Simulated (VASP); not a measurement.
# SiF (R-3m) in VASP: single point with PBE

Aim: the single point of SiF with PBE.

Everything below comes from runs of VASP 6.6.1. Logs are shortened: lines on timing, memory, paths and dates and some standing lists are left out, and cuts for length are marked.

## (1) The cell of the first run

The structure is trigonal, space group R-3m (No. 166). The conventional cell has a = 3.970 Å, b = 3.970 Å, c = 18.883 Å, α = 90.00°, β = 90.00°, γ = 120.00°. Si (site symmetry 3m) has 1 F at 1.63 Å within 2.2 Å. Within 2.2 Å of F (site symmetry 3m) lie 1 Si at 1.63 Å.

## (2) Single point, PBE

INCAR reads:

```
SYSTEM = SiF
ALGO = Normal
EDIFF = 1E-6
ENCUT = 520
GGA = PE
ISIF = 2
ISMEAR = 0
LASPH = .True.
LCHARG = .False.
LREAL = .False.
LWAVE = .False.
NBANDS = 19
NELM = 80
PREC = Accurate
SIGMA = 0.02
```

KPOINTS reads:

```
k-points
0
Gamma
  12 12 12
  0 0 0
```

POSCAR reads:

```
SiF
1.0
    1.9849273765      1.1459983552      6.2944698841
   -1.9849273765      1.1459983552      6.2944698841
    0.0000000000     -2.2919967103      6.2944698841
Si F
2 2
Direct
    0.1851729802      0.1851729802      0.1851729802
    0.8148270198      0.8148270198      0.8148270198
    0.2713594593      0.2713594593      0.2713594593
    0.7286405407      0.7286405407      0.7286405407
```

Potentials or basis: VASP PAW PBE potentials, release 64 (Si, F).

Command:

```
cat potpaw_PBE.64/Si/POTCAR potpaw_PBE.64/F/POTCAR > POTCAR
mpirun -np 1 vasp_std > vasp.out
```

OUTCAR:

```text
SYSTEM = SiF
   EDIFF = 1E-6
   ENCUT = 520
   GGA = PE
   ISIF = 2
   ISMEAR = 0
   LASPH = .True.
   LREAL = .False.
   NELM = 80
   PREC = Accurate

 ion  position               nearest neighbor table
   1  0.185  0.185  0.185-   3 1.63   2 2.40   2 2.40   2 2.40
   2  0.815  0.815  0.815-   4 1.63   1 2.40   1 2.40   1 2.40
   3  0.271  0.271  0.271-   1 1.63
   4  0.729  0.729  0.729-   2 1.63

  LATTYP: Found a trigonal (rhomboedric) cell.
 ALAT       =     6.6987760107
 COS(alpha) =     0.8243984576

  Lattice vectors:

 A1 = (   1.9849273765,   1.1459983552,   6.2944698841)
 A2 = (  -1.9849273765,   1.1459983552,   6.2944698841)
 A3 = (   0.0000000000,  -2.2919967103,   6.2944698841)

Analysis of symmetry for initial positions (statically):
=====================================================================
 Subroutine PRICEL returns:
 Original cell was already a primitive cell.

 Routine SETGRP: Setting up the symmetry group for a
 trigonal (rhombohedral) supercell.

 Subroutine GETGRP returns: Found 12 space group operations
 (whereof 12 operations were pure point group operations)
 out of a pool of 12 trial point group operations.

The static configuration has the point symmetry D_3d.

Analysis of symmetry for dynamics (positions and initial velocities):
=====================================================================
 Subroutine PRICEL returns:
 Original cell was already a primitive cell.

 Routine SETGRP: Setting up the symmetry group for a
 trigonal (rhombohedral) supercell.

 Subroutine GETGRP returns: Found 12 space group operations
 (whereof 12 operations were pure point group operations)
 out of a pool of 12 trial point group operations.

The dynamic configuration has the point symmetry D_3d.

 Subroutine INISYM returns: Found 12 space group operations
 (whereof 12 operations are pure point group operations),
 and found     1 'primitive' translations

----------------------------------------------------------------------------------------

                                     Primitive cell

  volume of cell :      85.9091

  direct lattice vectors                    reciprocal lattice vectors
     1.984927376  1.145998355  6.294469884     0.251898385  0.145433600  0.052956538
    -1.984927376  1.145998355  6.294469884    -0.251898385  0.145433600  0.052956538
     0.000000000 -2.291996710  6.294469884     0.000000000 -0.290867200  0.052956538

  length of vectors
     6.698776011  6.698776011  6.698776011     0.295648648  0.295648648  0.295648648

  position of ions in fractional coordinates (direct lattice)
     0.185172980  0.185172980  0.185172980
     0.814827020  0.814827020  0.814827020
     0.271359459  0.271359459  0.271359459
     0.728640541  0.728640541  0.728640541

  ion indices of the primitive-cell ions
   primitive index   ion index
                 1           1
                 2           2
                 3           3
                 4           4

----------------------------------------------------------------------------------------

 KPOINTS: k-points

Automatic generation of k-mesh.
 Grid dimensions read from file:
 generate k-points for:   12   12   12

 Generating k-lattice:

  Cartesian coordinates                     Fractional coordinates (reciprocal lattice)
     0.020991532  0.012119467  0.004413045     0.083333333  0.000000000 -0.000000000
    -0.020991532  0.012119467  0.004413045     0.000000000  0.083333333 -0.000000000
     0.000000000 -0.024238933  0.004413045     0.000000000  0.000000000  0.083333333

  Length of vectors
     0.024637387  0.024637387  0.024637387

  Shift w.r.t. Gamma in fractional coordinates (k-lattice)
     0.000000000  0.000000000  0.000000000

 Subroutine IBZKPT returns following result:
 ===========================================

 Found    189 irreducible k-points:

 Following reciprocal coordinates:
            Coordinates               Weight
  0.000000  0.000000  0.000000      1.000000
  0.083333  0.000000  0.000000      6.000000
  0.166667 -0.000000  0.000000      6.000000
  0.250000 -0.000000  0.000000      6.000000
  0.333333  0.000000  0.000000      6.000000
  0.416667 -0.000000  0.000000      6.000000
[... 16 lines left out ...]
  0.500000  0.166667 -0.000000     12.000000
 -0.416667  0.166667 -0.000000     12.000000
 [... further k-points ...]
   k-points           NKPTS =    189   k-points in BZ     NKDIM =    189   number of bands    NBANDS=     19
   number of dos      NEDOS =    301   number of ions     NIONS =      4
   total plane-waves  NPLWV = 125000
   dimension x,y,z NGX =    50 NGY =   50 NGZ =   50
   dimension x,y,z NGXF=   100 NGYF=  100 NGZF=  100
   ions per type =               2   2
   NGX,Y,Z   is equivalent  to a cutoff of  12.41, 12.41, 12.41 a.u.
   NGXF,Y,Z  is equivalent  to a cutoff of  24.82, 24.82, 24.82 a.u.
 SYSTEM =  SiF
   PREC   = accura    normal or accurate (medium, high low for compatibility)
   ISTART =      0    job   : 0-new  1-cont  2-samecut
   ICHARG =      2    charge: 1-file 2-atom 10-const
   ISPIN  =      1    spin polarized calculation?
   LNONCOLLINEAR =      F non collinear calculations
   LSORBIT =      F    spin-orbit coupling
   LASPH  =      T    aspherical Exc in radial PAW
   ENCUT  =  520.0 eV  38.22 Ry    6.18 a.u.  12.46 12.46 12.46*2*pi/ulx,y,z
   NELM   =     80;   NELMIN=  2; NELMDL= -5     # of ELM steps
   EDIFF  = 0.1E-05   stopping-criterion for ELM
   LREAL  =      F    real-space projection
   EDIFFG = 0.1E-04   stopping-criterion for IOM
   NSW    =      0    number of steps for IOM
   IBRION =     -1    ionic relax: 0-MD 1-quasi-New 2-CG
   NFREE  =      0    steps in history (QN), initial steepest desc. (CG)
   ISIF   =      2    stress and relaxation
   ISYM   =      2    0-nonsym 1-usesym 2-fastsym
   POTIM  = 0.5000    time-step for ionic-motion
   TEBEG  =    0.0;   TEEND  =   0.0 temperature during run
   PSTRESS=    0.0 pullay stress
   NELECT =      22.0000    total number of electrons
   NUPDOWN=      -1.0000    fix difference up-down
   EMIN   =  10.00;   EMAX   =-10.00  energy-range for DOS
   EFERMI =   0.00;   METHOD = LEGACY
   ISMEAR =     0;   SIGMA  =   0.02  broadening in eV -4-tet -1-fermi 0-gaus
   EFERMI_NEDOS =   21; number of points for ismear=-14 and -15
   IALGO  =     38    algorithm
   IMIX   =      4    mixing-type and parameters
     AMIX     =   0.40;   BMIX     =  1.00
     AMIX_MAG =   1.60;   BMIX_MAG =  1.00
  volume/ion in A,a.u.               =      21.48       144.94
  Fermi-wavevector in a.u.,A,eV,Ry     =   1.039607  1.964573 14.704954  1.080784
  Thomas-Fermi vector in A             =   2.174145
   LORBIT       =      0    0 simple, 1 ext, 2 COOP (PROOUT), +10 PAW based schemes
   GGA     = PE    functional components
   LHFCALC =     F    Hartree Fock is set to
   AEXX    =    0.0000 exact exchange contribution
   IVDW    =     0    specifies the selected vdW correction
   LEPSILON=     F    determine dielectric tensor
   LRPA    =     F    only Hartree local field effects (RPA)
 non-spin polarized calculation
 Gauss-broadening in eV      SIGMA  =   0.02
  energy-cutoff  :      520.00
  volume of cell :       85.91
 maximum number of plane-waves:      2345
 NGX is ok and might be reduce to    50
   NGX = 25   NGY = 25   NGZ = 25

 number of electron      21.9999995 magnetization

 Free energy of the ion-electron system (eV)
  ---------------------------------------------------
  ext. energy  EPLUGINS =         0.00000000
  ---------------------------------------------------
  free energy    TOTEN  =       -21.22606037 eV

  energy without entropy =      -21.22606037  energy(sigma->0) =      -21.22606037

 E-fermi :   1.0207     XC(G=0):  -7.4628

 val. band max:        0.9040856306   @ k =   0.5000   0.5000   0.5000
 cond. band min:       1.4562315559   @ k =   0.5000   0.5000   0.5000
 fundamental gap:      0.5521459253
 Fermi energy:         1.0206704136

 k-point     1 :       0.0000    0.0000    0.0000
  band No.  band energies     occupation
      1     -23.5368      2.00000
      2     -23.4673      2.00000
      3      -9.3087      2.00000
      4      -6.1487      2.00000
      5      -4.9896      2.00000
      6      -4.2675      2.00000
[... 11 lines left out ...]
     18      11.0870      0.00000
     19      11.0870      0.00000

 k-point     2 :       0.0833    0.0000    0.0000
  band No.  band energies     occupation
      1     -23.5346      2.00000
      2     -23.4673      2.00000
      3      -9.2474      2.00000
      4      -6.1617      2.00000
      5      -5.0031      2.00000
      6      -4.3102      2.00000
[... 11 lines left out ...]
     18      10.9033      0.00000
     19      11.0312      0.00000

 k-point     3 :       0.1667   -0.0000    0.0000
  band No.  band energies     occupation
      1     -23.5279      2.00000
      2     -23.4675      2.00000
      3      -9.0664      2.00000
      4      -6.2046      2.00000
      5      -5.0403      2.00000
      6      -4.4342      2.00000
[... 11 lines left out ...]
     18      10.5453      0.00000
     19      11.4077      0.00000

 k-point     4 :       0.2500   -0.0000    0.0000
  band No.  band energies     occupation
      1     -23.5181      2.00000
      2     -23.4687      2.00000
      3      -8.7757      2.00000
      4      -6.2926      2.00000
      5      -5.0931      2.00000
      6      -4.6240      2.00000
[... 11 lines left out ...]
     18      10.2235      0.00000
     19      11.1275      0.00000

 k-point     5 :       0.3333    0.0000    0.0000
  band No.  band energies     occupation
      1     -23.5065      2.00000
      2     -23.4715      2.00000
      3      -8.3985      2.00000
      4      -6.4541      2.00000
      5      -5.1548      2.00000
      6      -4.8363      2.00000
[... 11 lines left out ...]
     18      10.0610      0.00000
     19      10.9027      0.00000

 k-point     6 :       0.4167   -0.0000    0.0000
  band No.  band energies     occupation
      1     -23.4953      2.00000
      2     -23.4763      2.00000
      3      -7.9938      2.00000
      4      -6.7019      2.00000
      5      -5.2202      2.00000
      6      -4.9887      2.00000
[... 11 lines left out ...]
     18      10.3792      0.00000
     19      10.8017      0.00000

 k-point     7 :       0.5000   -0.0000    0.0000
  band No.  band energies     occupation
      1     -23.4882      2.00000
      2     -23.4812      2.00000
      3      -7.7650      2.00000
      4      -6.8767      2.00000
      5      -5.2539      2.00000
      6      -5.0361      2.00000
[... 11 lines left out ...]
     18      10.2942      0.00000
     19      11.4898      0.00000

 k-point     8 :       0.0833    0.0833    0.0000
  band No.  band energies     occupation
      1     -23.5342      2.00000
      2     -23.4676      2.00000
      3      -9.2468      2.00000
      4      -6.1690      2.00000
      5      -4.9939      2.00000
      6      -4.2996      2.00000
[... 256 lines left out ...]
 k-point    20 :       0.2500    0.1667    0.0000
  band No.  band energies     occupation
      1     -23.5206      2.00000
      2     -23.4694      2.00000
      3      -8.8892      2.00000
      4      -6.2860      2.00000
      5      -5.0224      2.00000
      6      -4.4955      2.00000
[... 11 lines left out ...]
     18       9.9823      0.00000
     19      11.7060      0.00000

 k-point    21 :       0.3333    0.1667   -0.0000
  band No.  band energies     occupation
      1     -23.5116      2.00000
      2     -23.4709      2.00000
      3      -8.6077      2.00000
      4      -6.3841      2.00000
      5      -5.0510      2.00000
      6      -4.6532      2.00000
[... 11 lines left out ...]
     18       9.7569      0.00000
     19      12.0629      0.00000

 k-point    22 :       0.4167    0.1667    0.0000
  band No.  band energies     occupation
      1     -23.5012      2.00000
      2     -23.4737      2.00000
      3      -8.2434      2.00000
      4      -6.5450      2.00000
      5      -5.0808      2.00000
      6      -4.8339      2.00000
[... 11 lines left out ...]
     18      10.7903      0.00000
     19      11.9163      0.00000

 k-point    23 :       0.5000    0.1667   -0.0000
  band No.  band energies     occupation
      1     -23.4912      2.00000
      2     -23.4782      2.00000
      3      -7.8504      2.00000
      4      -6.7770      2.00000
      5      -5.1158      2.00000
      6      -4.9737      2.00000
[... 11 lines left out ...]
     18      10.7977      0.00000
     19      11.4161      0.00000

 k-point    24 :      -0.4167    0.1667   -0.0000
  band No.  band energies     occupation
      1     -23.4870      2.00000
      2     -23.4805      2.00000
      3      -7.6241      2.00000
      4      -6.9361      2.00000
      5      -5.1660      2.00000
      6      -4.9990      2.00000
[... 11 lines left out ...]
     18      10.0697      0.00000
     19      11.1146      0.00000

 [... further k-points ...]

------------------------ aborting loop because EDIFF is reached ----------------------------------------

  FORCE on cell =-STRESS in cart. coord.  units (eV):
  Direction    XX          YY          ZZ          XY          YZ          ZX
  --------------------------------------------------------------------------------------
  -------------------------------------------------------------------------------------
  Total       -0.1011319     -0.1011319      0.5761305      0.0000000      0.0000000     -0.0000000
  in kB       -1.8860789     -1.8860789     10.7446544      0.0000000      0.0000000     -0.0000000
  external PRESSURE =       2.3241655 kB  Pullay stress =       0.0000000 kB

 VOLUME and BASIS-vectors are now :
 -----------------------------------------------------------------------------
  energy-cutoff  :      520.00
  volume of cell :       85.91
      direct lattice vectors                 reciprocal lattice vectors
     1.984927376  1.145998355  6.294469884     0.251898385  0.145433600  0.052956538
    -1.984927376  1.145998355  6.294469884    -0.251898385  0.145433600  0.052956538
     0.000000000 -2.291996710  6.294469884     0.000000000 -0.290867200  0.052956538

 POSITION                                       TOTAL-FORCE (eV/Angst)
 -----------------------------------------------------------------------------------
      0.00000      0.00000      3.49670         0.000000     -0.000000     -0.196367
      0.00000      0.00000     15.38671         0.000000      0.000000      0.196367
      0.00000      0.00000      5.12419         0.000000      0.000000      0.199870
      0.00000      0.00000     13.75922         0.000000     -0.000000     -0.199870
 -----------------------------------------------------------------------------------
    total drift:                               -0.000000      0.000000     -0.000000

  FREE ENERGIE OF THE ION-ELECTRON SYSTEM (eV)
  ---------------------------------------------------
  free  energy   TOTEN  =       -21.2260603689 eV

  energy  without entropy=      -21.2260603689  energy(sigma->0) =      -21.22606037
```

Run time: 4.6 min. Hardware: 1 thread of Intel Xeon 6975P-C (Granite Rapids), shared host; peak memory 0.48 GiB.

What came out:

```
Free energy            : -21.2261 eV
Pressure               : 0.2 GPa
Largest force          : 0.200 eV/Å
Band gap on the k mesh : 0.55 eV
```

Forces on the atoms (eV/Å):
```
Si   0.000  0.000 -0.196
Si   0.000  0.000  0.196
F    0.000  0.000  0.200
F    0.000  0.000 -0.200
```

Levels at points of the mesh, in eV from the valence-band top:
```tsv
k point	band 8	band 9	band 10	band 11	band 12	band 13	band 14	band 15
(0.00, 0.00, 0.00)	-4.94	-4.94	-0.02	-0.02	0.82	3.69	3.69	3.90
(0.50, 0.00, 0.00)	-5.10	-4.55	-3.80	-1.10	1.71	3.88	4.78	8.17
(0.50, 0.50, 0.00)	-4.96	-4.74	-3.98	-1.13	1.69	3.94	4.62	8.18
(0.50, 0.50, 0.50)	-5.02	-5.02	0.00	0.00	0.55	3.51	3.71	3.71
```

Caveat: semilocal functionals underestimate gaps, and a narrow one can read as zero.
